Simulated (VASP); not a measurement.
# SnSe (Pnma) in VASP: further runs

SnSe is run at these levels: PBE+D3(BJ), r2SCAN+D3(BJ); tasks: relaxation of cell and atoms, single point.

Program: VASP 6.6.1. These are calculated values, not measurements. Logs are shortened: lines on timing, memory, paths and dates and some standing lists are left out, and cuts for length are marked.

**Measured values to compare with.**

From “Linear dichroism of the optical properties of SnS and SnSe van der Waals crystals”, 2024, arxiv:2409.17412, for a bulk crystal of SnSe at 300 K: band gap 0.89 eV (indirect).

The runs below are set against these values where they give the same quantity.

**1. The cell of the first run**

Symmetry: Pnma, No. 62, orthorhombic system. Conventional cell: a = 11.420 Å, b = 4.190 Å, c = 4.460 Å, α = 90.00°, β = 90.00°, γ = 90.00°. Within 3.6 Å of Sn (site symmetry m) lie 6 Se at 2.69 to 3.51 Å and 2 Sn at 3.60 Å. Se (site symmetry m) has 6 Sn at 2.69 to 3.51 Å within 3.6 Å.

**2. Relaxation of cell and atoms, PBE+D3(BJ)**

File INCAR:

```
SYSTEM = SnSe
PREC     = Accurate       ! precision mode
ENCUT    = 600            ! plane-wave cutoff, eV
EDIFF    = 1E-6           ! SCF threshold, eV
ISMEAR   = 0              ! smearing method
SIGMA    = 0.05           ! smearing width, eV
LREAL    = .FALSE.        ! projectors in reciprocal space
LASPH    = .TRUE.         ! aspherical terms in the spheres
NELM     = 60             ! most SCF steps
ALGO     = Normal         ! electronic algorithm
ISIF     = 3              ! what is computed and relaxed
LWAVE    = .FALSE.        ! write WAVECAR
LCHARG   = .FALSE.        ! write CHGCAR
GGA      = PE             ! functional
IVDW     = 12             ! dispersion correction
IBRION   = 2              ! ionic algorithm
NSW      = 80             ! ionic steps
EDIFFG   = -0.03          ! ionic threshold
```

File KPOINTS:

```
Automatic mesh
0
G
  2 6 4
  0 0 0
```

File POSCAR:

```
SnSe
1.0
   11.4200000000      0.0000000000      0.0000000000
    0.0000000000      4.1900000000      0.0000000000
    0.0000000000      0.0000000000      4.4600000000
Sn Se
4 4
Direct
    0.1230000000      0.2500000000      0.0910000000
    0.3770000000      0.7500000000      0.5910000000
    0.6230000000      0.2500000000      0.4090000000
    0.8770000000      0.7500000000      0.9090000000
    0.3570000000      0.2500000000      0.0160000000
    0.1430000000      0.7500000000      0.5160000000
    0.8570000000      0.2500000000      0.4840000000
    0.6430000000      0.7500000000      0.9840000000
```

Potentials or basis: VASP PAW PBE potentials, release 64 (Sn_d, Se).

On the command line:

```console
cat potpaw_PBE.64/Sn_d/POTCAR potpaw_PBE.64/Se/POTCAR > POTCAR
mpirun -np 1 vasp_std > vasp.out
```

OUTCAR:

```text
SYSTEM = SnSe
   PREC = Accurate
   ENCUT = 600
   EDIFF = 1E-6
   ISMEAR = 0
   LREAL = .FALSE.
   LASPH = .TRUE.
   NELM = 60
   ISIF = 3
   GGA = PE
   IVDW = 12
   IBRION = 2
   NSW = 80
   EDIFFG = -0.03
 IVDW          = 12

 ion  position               nearest neighbor table
   1  0.123  0.250  0.091-   5 2.69   6 2.83   6 2.83   4 3.60   4 3.60
   2  0.377  0.750  0.591-   6 2.69   5 2.83   5 2.83   3 3.60   3 3.60
   3  0.623  0.250  0.409-   7 2.69   8 2.83   8 2.83   2 3.60   2 3.60
   4  0.877  0.750  0.909-   8 2.69   7 2.83   7 2.83   1 3.60   1 3.60
   5  0.357  0.250  0.016-   1 2.69   2 2.83   2 2.83
   6  0.143  0.750  0.516-   2 2.69   1 2.83   1 2.83
   7  0.857  0.250  0.484-   3 2.69   4 2.83   4 2.83
   8  0.643  0.750  0.984-   4 2.69   3 2.83   3 2.83

  LATTYP: Found a simple orthorhombic cell.
 ALAT       =     4.1900000000
 B/A-ratio  =     1.0644391408
 C/A-ratio  =     2.7255369928

  Lattice vectors:

 A1 = (   0.0000000000,   4.1900000000,   0.0000000000)
 A2 = (   0.0000000000,   0.0000000000,   4.4600000000)
 A3 = (  11.4200000000,   0.0000000000,   0.0000000000)

Analysis of symmetry for initial positions (statically):
=====================================================================
 Subroutine PRICEL returns:
 Original cell was already a primitive cell.

 Routine SETGRP: Setting up the symmetry group for a
 simple orthorhombic supercell.

 Subroutine GETGRP returns: Found  8 space group operations
 (whereof  2 operations were pure point group operations)
 out of a pool of  8 trial point group operations.

The static configuration has the point symmetry S_2 .
 The point group associated with its full space group is D_2h.

Analysis of symmetry for dynamics (positions and initial velocities):
=====================================================================
 Subroutine PRICEL returns:
 Original cell was already a primitive cell.

 Routine SETGRP: Setting up the symmetry group for a
 simple orthorhombic supercell.

 Subroutine GETGRP returns: Found  8 space group operations
 (whereof  2 operations were pure point group operations)
 out of a pool of  8 trial point group operations.

The dynamic configuration has the point symmetry S_2 .
 The point group associated with its full space group is D_2h.

 Subroutine INISYM returns: Found  8 space group operations
 (whereof  2 operations are pure point group operations),
 and found     1 'primitive' translations

----------------------------------------------------------------------------------------

                                     Primitive cell

  volume of cell :     213.4101

  direct lattice vectors                    reciprocal lattice vectors
    11.420000000  0.000000000  0.000000000     0.087565674  0.000000000  0.000000000
     0.000000000  4.190000000  0.000000000     0.000000000  0.238663484  0.000000000
     0.000000000  0.000000000  4.460000000     0.000000000  0.000000000  0.224215247

  length of vectors
    11.420000000  4.190000000  4.460000000     0.087565674  0.238663484  0.224215247

  position of ions in fractional coordinates (direct lattice)
     0.123000000  0.250000000  0.091000000
     0.377000000  0.750000000  0.591000000
     0.623000000  0.250000000  0.409000000
     0.877000000  0.750000000  0.909000000
     0.357000000  0.250000000  0.016000000
     0.143000000  0.750000000  0.516000000
     0.857000000  0.250000000  0.484000000
     0.643000000  0.750000000  0.984000000

  ion indices of the primitive-cell ions
   primitive index   ion index
                 1           1
                 2           2
                 3           3
                 4           4
                 5           5
                 6           6
                 7           7
                 8           8

----------------------------------------------------------------------------------------

 KPOINTS: Automatic mesh

Automatic generation of k-mesh.
 Grid dimensions read from file:
 generate k-points for:    2    6    4

 Generating k-lattice:

  Cartesian coordinates                     Fractional coordinates (reciprocal lattice)
     0.043782837  0.000000000  0.000000000     0.500000000  0.000000000  0.000000000
     0.000000000  0.039777247  0.000000000     0.000000000  0.166666667  0.000000000
     0.000000000  0.000000000  0.056053812     0.000000000  0.000000000  0.250000000

  Length of vectors
     0.043782837  0.039777247  0.056053812

  Shift w.r.t. Gamma in fractional coordinates (k-lattice)
     0.000000000  0.000000000  0.000000000

 Subroutine IBZKPT returns following result:
 ===========================================

 Found     24 irreducible k-points:

 Following reciprocal coordinates:
            Coordinates               Weight
  0.000000  0.000000  0.000000      1.000000
  0.500000  0.000000  0.000000      1.000000
  0.000000  0.166667  0.000000      2.000000
  0.500000  0.166667  0.000000      2.000000
  0.000000  0.333333  0.000000      2.000000
  0.500000  0.333333  0.000000      2.000000
[... 16 lines left out ...]
  0.000000  0.500000  0.500000      1.000000
  0.500000  0.500000  0.500000      1.000000
   k-points           NKPTS =     24   k-points in BZ     NKDIM =     24   number of bands    NBANDS=     48
   number of dos      NEDOS =    301   number of ions     NIONS =      8
   total plane-waves  NPLWV = 124416
   dimension x,y,z NGX =    96 NGY =   36 NGZ =   36
   dimension x,y,z NGXF=   192 NGYF=   72 NGZF=   72
   ions per type =               4   4
   NGX,Y,Z   is equivalent  to a cutoff of  13.98, 14.28, 13.42 a.u.
   NGXF,Y,Z  is equivalent  to a cutoff of  27.95, 28.57, 26.84 a.u.
 SYSTEM =  SnSe
   PREC   = accura    normal or accurate (medium, high low for compatibility)
   ISTART =      0    job   : 0-new  1-cont  2-samecut
   ICHARG =      2    charge: 1-file 2-atom 10-const
   ISPIN  =      1    spin polarized calculation?
   LNONCOLLINEAR =      F non collinear calculations
   LSORBIT =      F    spin-orbit coupling
   LASPH  =      T    aspherical Exc in radial PAW
   ENCUT  =  600.0 eV  44.10 Ry    6.64 a.u.  22.81  8.37  8.91*2*pi/ulx,y,z
   NELM   =     60;   NELMIN=  2; NELMDL= -5     # of ELM steps
   EDIFF  = 0.1E-05   stopping-criterion for ELM
   LREAL  =      F    real-space projection
   EDIFFG = -.3E-01   stopping-criterion for IOM
   NSW    =     80    number of steps for IOM
   IBRION =      2    ionic relax: 0-MD 1-quasi-New 2-CG
   NFREE  =      1    steps in history (QN), initial steepest desc. (CG)
   ISIF   =      3    stress and relaxation
   ISYM   =      2    0-nonsym 1-usesym 2-fastsym
   POTIM  = 0.5000    time-step for ionic-motion
   TEBEG  =    0.0;   TEEND  =   0.0 temperature during run
   PSTRESS=    0.0 pullay stress
   NELECT =      80.0000    total number of electrons
   NUPDOWN=      -1.0000    fix difference up-down
   EMIN   =  10.00;   EMAX   =-10.00  energy-range for DOS
   EFERMI =   0.00;   METHOD = LEGACY
   ISMEAR =     0;   SIGMA  =   0.05  broadening in eV -4-tet -1-fermi 0-gaus
   EFERMI_NEDOS =   21; number of points for ismear=-14 and -15
   IALGO  =     38    algorithm
   IMIX   =      4    mixing-type and parameters
     AMIX     =   0.40;   BMIX     =  1.00
     AMIX_MAG =   1.60;   BMIX_MAG =  1.00
  volume/ion in A,a.u.               =      26.68       180.02
  Fermi-wavevector in a.u.,A,eV,Ry     =   1.180411  2.230653 18.957944  1.393370
  Thomas-Fermi vector in A             =   2.316704
   LORBIT       =      0    0 simple, 1 ext, 2 COOP (PROOUT), +10 PAW based schemes
   GGA     = PE    functional components
   LHFCALC =     F    Hartree Fock is set to
   AEXX    =    0.0000 exact exchange contribution
   IVDW    =    12    specifies the selected vdW correction
   LEPSILON=     F    determine dielectric tensor
   LRPA    =     F    only Hartree local field effects (RPA)
 conjugate gradient relaxation of ions
 non-spin polarized calculation
 Gauss-broadening in eV      SIGMA  =   0.05
  energy-cutoff  :      600.00
  volume of cell :      213.41
 maximum number of plane-waves:      7164
 NGX is ok and might be reduce to    96
   NGX = 45   NGY = 17   NGZ = 17

--------------------------------------- Ionic step        1  -------------------------------------------

 number of electron      79.9999997 magnetization

 Free energy of the ion-electron system (eV)
  ---------------------------------------------------
  ext. energy  EPLUGINS =         0.00000000
  ---------------------------------------------------
  free energy    TOTEN  =       -32.75944342 eV

  energy without entropy =      -32.75944342  energy(sigma->0) =      -32.75944342

------------------------ aborting loop because EDIFF is reached ----------------------------------------

 Edisp (eV)   -2.89966

 E8    (eV) :    -1.3085

  FORCE on cell =-STRESS in cart. coord.  units (eV):
  Direction    XX          YY          ZZ          XY          YZ          ZX
  --------------------------------------------------------------------------------------
  -------------------------------------------------------------------------------------
  Total       2.90837    -0.69303    -1.19376     0.00000     0.00000     0.00000
  in kB      21.83462    -5.20295    -8.96219     0.00000     0.00000     0.00000
  external pressure =        2.56 kB  Pullay stress =        0.00 kB
[... 349 lines left out ...]
  energy  without entropy=      -35.7127364137  energy(sigma->0) =      -35.71273641

--------------------------------------- Ionic step        9  -------------------------------------------

 number of electron      80.0000000 magnetization

 Free energy of the ion-electron system (eV)
  ---------------------------------------------------
  ext. energy  EPLUGINS =         0.00000000
  ---------------------------------------------------
  free energy    TOTEN  =       -32.76118313 eV

  energy without entropy =      -32.76118313  energy(sigma->0) =      -32.76118313

 E-fermi :   5.8740     XC(G=0):  -9.8011

 val. band max:        5.6402552569   @ k =   0.0000   0.3333   0.0000
 cond. band min:       6.1630324198   @ k =   0.0000   0.3333   0.0000
 fundamental gap:      0.5227771629
 Fermi energy:         5.8740472290

 k-point     1 :       0.0000    0.0000    0.0000
  band No.  band energies     occupation
      1     -15.7179      2.00000
      2     -15.7074      2.00000
      3     -15.7032      2.00000
      4     -15.7022      2.00000
      5     -15.7003      2.00000
      6     -15.6966      2.00000
[... 1252 lines left out ...]
  FREE ENERGIE OF THE ION-ELECTRON SYSTEM (eV)
  ---------------------------------------------------
  free  energy   TOTEN  =       -35.7128635526 eV

  energy  without entropy=      -35.7128635526  energy(sigma->0) =      -35.71286355

 reached required accuracy - stopping structural energy minimisation
```

Run time: 52 min. Hardware: 1 thread of Intel Xeon 8259CL, shared host; peak memory 0.53 GiB.

What came out:

```yaml
Free_energy: -35.7129 eV
Relaxed_volume: 26.21 Å³/atom
Relaxed_cell: a = 11.525 Å, b = 4.193 Å, c = 4.339 Å, α = 90.00°, β = 90.00°, γ = 90.00°
Space_group_after_relaxing_to_0.1_Å: Pnma (No. 62)
Energy_gained_by_relaxing: 6.7 meV/atom
Ionic_steps: 9
Pressure_after_relaxing: 0.1 GPa
Largest_force_after_relaxing: 0.025 eV/Å
Band_gap_on_the_k_mesh: 0.52 eV
Dispersion_energy_per_atom: -0.369 eV
```

Forces in eV/Å, atoms in the order of the input:
```
Sn   0.000  0.000 -0.016
Sn   0.000  0.000 -0.016
Sn   0.000  0.000  0.016
Sn   0.000  0.000  0.016
Se  -0.017  0.000  0.018
Se   0.017  0.000  0.018
Se  -0.017  0.000 -0.018
Se   0.017  0.000 -0.018
```

Step by step:
| step | energy change (eV) | largest force (eV/Å) | pressure (GPa) | volume (Å³) |
| --- | --- | --- | --- | --- |
| 1 | 0.0000 | 0.2967 | 0.26 | 213.41 |
| 2 | -0.0389 | 0.0709 | -0.43 | 214.69 |
| 3 | -0.0393 | 0.0566 | -0.38 | 214.57 |
| 4 | -0.0440 | 0.0815 | -0.04 | 212.71 |
| 5 | -0.0441 | 0.1130 | 0.39 | 210.68 |
| 6 | -0.0447 | 0.1015 | 0.23 | 211.56 |
| 7 | -0.0482 | 0.0805 | 0.20 | 211.16 |
| 8 | -0.0536 | 0.0314 | 0.13 | 209.94 |
| 9 | -0.0538 | 0.0249 | 0.14 | 209.68 |

Final structure:
```
Sn Se
1.0
    11.52531    0.00000    0.00000
     0.00000    4.19293    0.00000
     0.00000    0.00000    4.33890
Sn Se
4 4
Direct
  0.11947 0.25000 0.08768
  0.38053 0.75000 0.58768
  0.61947 0.25000 0.41232
  0.88053 0.75000 0.91232
  0.35759 0.25000 0.02072
  0.14241 0.75000 0.52072
  0.85759 0.25000 0.47928
  0.64241 0.75000 0.97928
```

Caveat: spin-orbit coupling is left out, which moves the levels of the heavy elements. A k mesh can miss the band edges.

**3. Single point, r2SCAN+D3(BJ)**

This run uses another cell than the first one, of 26.33 Å³/atom.

File POSCAR:

```
SnSe
1.0
   11.4278923198      0.0000000000      0.0000000000
    0.0000000000      4.0981165407      0.0000000000
    0.0000000000      0.0000000000      4.4982187873
Sn Se
4 4
Direct
    0.1165373813      0.2500000000      0.1097436651
    0.3834626187      0.7500000000      0.6097436651
    0.6165373813      0.2500000000      0.3902563349
    0.8834626187      0.7500000000      0.8902563349
    0.3541508598      0.2500000000      0.0153550149
    0.1458491402      0.7500000000      0.5153550149
    0.8541508598      0.2500000000      0.4846449851
    0.6458491402      0.7500000000      0.9846449851
```

File INCAR.step1:

```
SYSTEM = SnSe
PREC = Accurate
ENCUT = 520
ISMEAR = 0
SIGMA = 0.05
LREAL = .False.
LASPH = .True.
NELM = 100
NBANDS = 50
GGA = PE
ALGO = Normal
EDIFF = 1E-4
LWAVE = .True.
LCHARG = .False.
```

File INCAR.step2:

```
SYSTEM = SnSe
PREC = Accurate
ENCUT = 520
EDIFF = 1E-6
ISMEAR = 0
SIGMA = 0.05
LREAL = .False.
LASPH = .True.
NELM = 100
ALGO = Normal
ISIF = 2
LWAVE = .False.
LCHARG = .False.
METAGGA = R2SCAN
LMIXTAU = .True.
IVDW = 12
VDW_S6 = 1.0
VDW_S8 = 0.78981345
VDW_A1 = 0.49484001
VDW_A2 = 5.73083694
NBANDS = 50
ISTART = 1
```

File KPOINTS:

```
regular mesh
0
Gamma
  4 8 6
  0 0 0
```

Potentials or basis: VASP PAW PBE potentials, release 64 (Sn_d, Se).

On the command line:

```console
cat potpaw_PBE.64/Sn_d/POTCAR potpaw_PBE.64/Se/POTCAR > POTCAR
cp INCAR.step1 INCAR
mpirun -np 1 vasp_std > vasp.out
cp INCAR.step2 INCAR
mpirun -np 1 vasp_std > vasp.out
```

Wall time 53 min (1 thread of Oxide Virtual Turin-like, shared host); peak memory 0.62 GiB.

The run converged. Its results:

```yaml
Free_energy: -161.1287 eV
Pressure: 1.0 GPa
Largest_force: 0.016 eV/Å
Band_gap_on_the_k_mesh: 0.88 eV (least direct gap 1.25 eV)
Dispersion_energy_per_atom: -0.172 eV
```

Forces on the atoms (eV/Å):
```
Sn  -0.012  0.000 -0.010
Sn   0.012  0.000 -0.010
Sn  -0.012  0.000  0.010
Sn   0.012  0.000  0.010
Se   0.009  0.000  0.011
Se  -0.009  0.000  0.011
Se   0.009  0.000 -0.011
Se  -0.009  0.000 -0.011
```

Stress tensor (GPa, compression positive):
```
0.97 0.00 0.00
0.00 1.12 0.00
0.00 0.00 1.05
```

Levels at points of the mesh, in eV from the valence-band top:
| k point | band 38 | band 39 | band 40 | band 41 | band 42 | band 43 |
| --- | --- | --- | --- | --- | --- | --- |
| (0.00, 0.00, 0.00) | -1.13 | -0.86 | -0.44 | 0.88 | 3.07 | 3.13 |
| (0.50, 0.00, 0.00) | -2.00 | -0.60 | -0.60 | 2.79 | 2.79 | 2.83 |
| (0.00, 0.50, 0.00) | -1.08 | -1.03 | -1.03 | 1.28 | 1.28 | 1.63 |
| (0.50, 0.50, 0.00) | -1.21 | -1.21 | -1.21 | 1.71 | 1.71 | 1.71 |
| (0.00, 0.00, 0.50) | -0.87 | -0.09 | -0.09 | 1.54 | 1.54 | 1.99 |
| (0.50, 0.00, 0.50) | -0.58 | -0.09 | -0.09 | 1.49 | 1.49 | 2.04 |
| (0.00, 0.50, 0.50) | -2.43 | -1.52 | -1.52 | 2.88 | 2.88 | 3.21 |
| (0.50, 0.50, 0.50) | -1.63 | -1.63 | -1.63 | 2.68 | 2.68 | 2.68 |

Caveat: the PAW data sets were made with another functional, which shifts forces and pressure a little; spin-orbit coupling is left out, which moves the levels of the heavy elements.

(Part 1 of 2 ends here.)
